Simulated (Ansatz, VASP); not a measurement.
# Si: VASP beside Ansatz

File INCAR:

```
SYSTEM = Si
PREC = Accurate
ENCUT = 520
EDIFF = 1E-8
ISMEAR = -1
SIGMA = 0.08
LREAL = .False.
LASPH = .True.
NELM = 100
ALGO = Normal
ISIF = 2
LWAVE = .False.
LCHARG = .False.
LEFG = .True.
NBANDS = 11
```

KPOINTS

```
regular mesh
0
Gamma
  11 11 11
  0 0 0
```

File POSCAR:

```
Si
1.0
    0.0000000000      2.7697794000      2.7154700000
    2.7697794000      0.0000000000      2.7154700000
    2.7697794000      2.7697794000      0.0000000000
Si
2
Direct
    0.5000000000      0.5000000000      0.5000000000
    0.7500000000      0.7500000000      0.7500000000
```

Input for Ansatz:

```yaml
crystal:
  lattice:
    - [0.0, 2.7697794, 2.71547]
    - [2.7697794, 0.0, 2.71547]
    - [2.7697794, 2.7697794, 0.0]
  atoms:
    - { symbol: Si, position: [0.5, 0.5, 0.5] }
    - { symbol: Si, position: [0.75, 0.75, 0.75] }
kpoints:
  mp_grid: { grid: [11, 11, 11] }
scf:
  occupations: { method: fermi_dirac, width: 0.08 }
hamiltonian:
  xc: lda
  pseudopotentials: { kind: paw }
output:
  forces: true
  stress: true
  eigenvalues: true
  efg: { contact_densities: true }
  write_density: true
  write_potential: true
  elf: true
  volumetric_format: npy
```

Change from the starting cell: equal xx and yy strain of +2 %, PAW files.

Alike in both runs: task electric field gradients; functional LDA; k mesh 11 × 11 × 11; occupations fermi-dirac, width 0.08 eV; no spin polarisation.

```csv
,VASP,Ansatz
version,VASP 6.6.1,Ansatz 0.2.0
potentials or method,"VASP PAW LDA potentials, release 64 (Si)","PAW with Ansatz's default frozen-core files, scalar-relativistic"
plane-wave cutoff (eV),520,420
valence electrons in the cell,8,8
```

```tsv
	VASP	Ansatz	Ansatz less VASP
pressure (GPa)	-4.8	-4.8	-0.02
traceless stress, the component that is largest in VASP (GPa)	1.21	1.21	-0.001
size of Vzz on the site where it differs most (V/Å²)	0.2	0.3	+0.04
```

LDA's correlation is that of Perdew and Zunger in VASP and of Perdew and Wang (1992) in Ansatz.
